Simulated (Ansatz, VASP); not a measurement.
Cr: VASP beside Ansatz

The input INCAR:

```
ALGO = Normal
EDIFF = 1E-6
ENCUT = 520
GGA = PS
ISIF = 2
ISMEAR = -1
ISPIN = 2
LASPH = T
LCHARG = F
LMAXMIX = 4
LORBIT = 11
LREAL = F
LWAVE = F
MAGMOM = 3.9 -3.9
NBANDS = 23
NELM = 150
PREC = Accurate
SIGMA = 0.1
```

The input KPOINTS:

```
k-points
0
Gamma
  10 10 10
```

Contents of POSCAR:

```
Cr
1.0
    2.9688990000      0.0000000000      0.0000000000
    0.0000000000      2.9688990000      0.0000000000
    0.0000000000      0.0000000000      2.9688990000
Cr
2
Direct
    0.0000000000      0.0000000000      0.0000000000
    0.5000000000      0.5000000000      0.5000000000
```

Input for Ansatz:

```yaml
crystal:
  lattice:
    - [2.968899, 0.0, 0.0]
    - [0.0, 2.968899, 0.0]
    - [0.0, 0.0, 2.968899]
  atoms:
    - { symbol: Cr, position: [0.0, 0.0, 0.0], spin: 3.9 }
    - { symbol: Cr, position: [0.5, 0.5, 0.5], spin: -3.9 }
kpoints:
  mp_grid:
    grid: [10, 10, 10]
hamiltonian:
  xc: pbesol
  pseudopotentials:
    kind: all_electron
    lapw:
      basis_error: 0.002
magnetization:
  spin_polarized: true
scf:
  occupations:
    method: fermi_dirac
```

Alike in both runs: task single point; functional PBEsol; k mesh 10 × 10 × 10; collinear spin.

|  | VASP | Ansatz |
| --- | --- | --- |
| version | VASP 6.6.1 | Ansatz 0.2.0 |
| potentials or method | VASP PAW PBE potentials, release 64 (Cr_pv), cutoff 520 eV | all-electron (LAPW or listed datasets) |
| occupations | fermi-dirac, width 0.1 eV | fermi-dirac |

VASP gave:

* net moment per atom (μB): 0.00
* size of the moment on the site where the two differ most (μB): 1.69

Q: Which values does Ansatz return?

A: net moment per atom (μB): 0.00; size of the moment on the site where the two differ most (μB): 1.64.

VASP's potentials were made for PBE, not for PBEsol. Site moments also hang on the region over which each program counts them. Ansatz ran all-electron here, and VASP with PAW potentials.
